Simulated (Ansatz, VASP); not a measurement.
## GaAs: VASP beside Ansatz

Contents of POSCAR:

```
GaAs
1.0
    0.0000000000      2.6645247171      2.6645247171
    2.6645247171      0.0000000000      2.6645247171
    2.6645247171      2.6645247171      0.0000000000
Ga As
1 1
Direct
    0.0000000000      0.0000000000      0.0000000000
    0.5000000000      0.5000000000      0.5000000000
```

The input INCAR.step1:

```
SYSTEM = GaAs
PREC = Accurate
ENCUT = 520
EDIFF = 1E-5
ISMEAR = -1
SIGMA = 0.02
LREAL = .False.
LASPH = .True.
NELM = 100
ALGO = Normal
ISIF = 2
LWAVE = .True.
LCHARG = .False.
GGA = PE
NBANDS = 16
```

The input INCAR.step2:

```
SYSTEM = GaAs
PREC = Accurate
ENCUT = 520
EDIFF = 1E-6
ISMEAR = -1
SIGMA = 0.02
LREAL = .False.
LASPH = .True.
NELM = 100
ALGO = Normal
ISIF = 2
LWAVE = .False.
LCHARG = .False.
GGA = PE
LHFCALC = .True.
AEXX = 0.5
HFSCREEN = 0.3
PRECFOCK = Normal
ISTART = 1
NBANDS = 16
```

KPOINTS

```
regular mesh
0
Gamma
  4 4 4
  0 0 0
```

Input for Ansatz:

```yaml
crystal:
  lattice:
    - [0.0, 2.6645247171, 2.6645247171]
    - [2.6645247171, 0.0, 2.6645247171]
    - [2.6645247171, 2.6645247171, 0.0]
  atoms:
    - { symbol: Ga, position: [0.0, 0.0, 0.0] }
    - { symbol: As, position: [0.5, 0.5, 0.5] }
kpoints:
  mp_grid: { grid: [4, 4, 4] }
hamiltonian:
  xc: { exchange: pbe, correlation: pbe, exx: { coeff: 0.5, omega: 0.3 } }
scf:
  occupations: { method: fermi_dirac, width: 0.02 }
  n_extra_bands: 4
output:
  forces: true
  stress: true
  eigenvalues: true
```

Alike in both runs: task single point; functional PBE-based screened hybrid; k mesh 4 × 4 × 4; occupations fermi-dirac, width 0.02 eV; no spin polarisation.

|  | VASP | Ansatz |
| --- | --- | --- |
| version | VASP 6.6.1 | Ansatz 0.2.0 |
| potentials or method | VASP PAW PBE potentials, release 64 (Ga_d, As) | plane waves |
| plane-wave cutoff (eV) | 520 | 420 |
| valence electrons in the cell | 18 | 28 |

Ansatz gave:

| Property | Result |
| --- | --- |
| pressure (GPa) | -1.6 |

Which values does VASP return?

Pressure (GPa): -2.0.

VASP's potentials were made for PBE, not for PBE-based screened hybrid. With one functional, cell and mesh, what is left measures potentials, basis and numerics. VASP's potentials hold 18 valence electrons a cell and Ansatz's 28, so a difference there can come from the potentials and not from the codes. Ansatz's warnings: filled band counts differ across k points, stress exchange threshold loose, stress scf threshold loose.

The k mesh is coarse, so the values compare programs but aren't converged.
